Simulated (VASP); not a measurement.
Wanted: the native input for a VASP 6.6.1 run.

- Task: single point
- Functional: PBE
- Dispersion: D3(BJ)
- Potentials or basis: VASP PAW PBE potentials, release 64 (C)
- Cutoff: 520 eV
- k mesh: 3 × 3 × 1
- Occupations: gaussian, width 0.05 eV
- Spin: no spin polarisation
- Dipole correction: yes
- Further INCAR settings: LREAL = Auto; ALGO = Normal; EDIFF = 1e-07; NBANDS = 51

The structure of C lies in POSCAR:

```
C
1.0
    7.3951485247      0.0000000000      0.0000000000
   -3.6975742623      6.4043864871      0.0000000000
    0.0000000000      0.0000000000     16.0016100066
C
18
Direct
    0.5555555556      0.4444444444      0.4999496924
    0.5555555556      0.7777777778      0.4999496924
    0.5555555556      0.1111111111      0.4999496924
    0.8888888889      0.4444444444      0.4999496924
    0.8888888889      0.7777777778      0.4999496924
    0.8888888889      0.1111111111      0.4999496924
    0.2222222222      0.4444444444      0.4999496924
    0.2222222222      0.7777777778      0.4999496924
    0.2222222222      0.1111111111      0.4999496924
    0.4444444444      0.2222222222      0.5000503076
    0.4444444444      0.5555555556      0.5000503076
    0.4444444444      0.8888888889      0.5000503076
    0.7777777778      0.2222222222      0.5000503076
    0.7777777778      0.5555555556      0.5000503076
    0.7777777778      0.8888888889      0.5000503076
    0.1111111111      0.2222222222      0.5000503076
    0.1111111111      0.5555555556      0.5000503076
    0.1111111111      0.8888888889      0.5000503076
```

One way to write it, as run:

INCAR

```
  ALGO = Normal
  DIPOL = 0.5 0.5 0.500
  EDIFF = 1E-7
  ENCUT = 520
  GGA = PE
  IDIPOL = 3
  ISIF = 2
  ISMEAR = 0
  IVDW = 12
  LASPH = T
  LCHARG = F
  LDIPOL = T
  LREAL = Auto
  LWAVE = F
  NBANDS = 51
  NELM = 80
  PREC = Accurate
  SIGMA = 0.05
```

KPOINTS

```
k-points
0
Gamma
  3 3 1
```

Potentials or basis: VASP PAW PBE potentials, release 64 (C).

The run is started by

```sh
$ cat potpaw_PBE.64/C/POTCAR > POTCAR
$ mpirun -np 1 vasp_std > vasp.out
```

Results of the run:

```json
{"Largest force": "0.027 eV/Å", "Band gap on the k mesh": "zero (filled and empty bands touch)", "Dispersion energy per atom": "-0.089 eV"}
```

Run time: 2.4 min on 1 thread of AMD EPYC 9R45 96-Core Processor (Zen 5) (shared host), peak memory 0.65 GiB.
